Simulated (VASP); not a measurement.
The system is HfN.

```
Hf N
1.0
     0.00000    2.27390    2.27390
     2.27390    0.00000    2.27390
     2.27390    2.27390    0.00000
Hf N
1 1
Cartesian
  0.0000 0.0000 0.0000
  2.2739 2.2739 2.2739
```

- Program: VASP 6.6.1
- Task: relaxation of cell and atoms
- Functional: LDA
- Potentials or basis: VASP PAW LDA potentials, release 64 (Hf_pv, N)
- Cutoff: 600 eV
- k mesh: 16 × 16 × 16
- Occupations: gaussian, width 0.1 eV
- Spin: no spin polarisation

At the start: pressure -15.6 GPa; volume 11.76 Å³/atom.

How do energy, volume and symmetry change on relaxing?

Over 7 steps the energy falls by 33.6 meV/atom and the volume is 11.10 Å³/atom (-5.6 %); space group Fm-3m (No. 225, to 0.05 Å).

The path:
| step | energy change (eV) | largest force (eV/Å) | pressure (GPa) | volume (Å³) |
| --- | --- | --- | --- | --- |
| 1 | 0.0000 | 0.0000 | -15.61 | 23.51 |
| 2 | 0.2320 | 0.0000 | 44.60 | 19.83 |
| 3 | -0.0671 | 0.0000 | -0.67 | 22.25 |
| 4 | -0.0672 | 0.0000 | -0.08 | 22.21 |
| 5 | -0.0672 | 0.0000 | 0.27 | 22.18 |
| 6 | -0.0671 | 0.0000 | -0.45 | 22.24 |
| 7 | -0.0672 | 0.0000 | 0.00 | 22.20 |

Final structure:
```
CELL_PARAMETERS angstrom
0.00000 2.23084 2.23084
2.23084 0.00000 2.23084
2.23084 2.23084 0.00000
ATOMIC_POSITIONS crystal
Hf 0.00000 0.00000 0.00000
N 0.50000 0.50000 0.50000
```
